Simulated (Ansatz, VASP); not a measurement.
## Si: VASP beside Ansatz

```
Si
1.0
     0.00000    0.00000   -2.61060
    -2.38242   -2.38242   -1.30530
   -11.65098   11.65098    0.00000
Si
8
Direct
  0.50000 0.50000 0.05112
  0.00000 0.50000 0.66457
  0.50000 0.50000 0.46008
  0.00000 0.50000 0.25560
  0.00000 0.00000 0.15336
  0.50000 0.00000 0.76681
  0.00000 0.00000 0.56233
  0.50000 0.00000 0.35784
```

Alike in both runs: task single point; functional LDA; k mesh 24 × 17 × 5; occupations gaussian, width 0.15 eV; no spin polarisation.

|  | VASP | Ansatz |
| --- | --- | --- |
| version | VASP 6.6.1 | Ansatz 0.2.0 |
| potentials or method | VASP PAW LDA potentials, release 64 (Si), cutoff 520 eV | scalar-relativistic, plane waves, PAW |
| valence electrons in the cell | 32 | 32 |

```tsv
	VASP	Ansatz	Ansatz less VASP
gap on the k mesh at the Fermi level (eV)	none	none	-
pressure (GPa)	-2.3	-2.4	-0.06
traceless stress, the component that is largest in VASP (GPa)	-1.63	-1.63	-0.006
rms of the force components (eV/Å)	0.157	0.157	+0.0005
```

LDA's correlation is that of Perdew and Zunger in VASP and of Perdew and Wang (1992) in Ansatz. Atom by atom the forces differ by 0.002 eV/Å (rms over components). A gap of «none» marks a metal or a gap that the smearing closes.
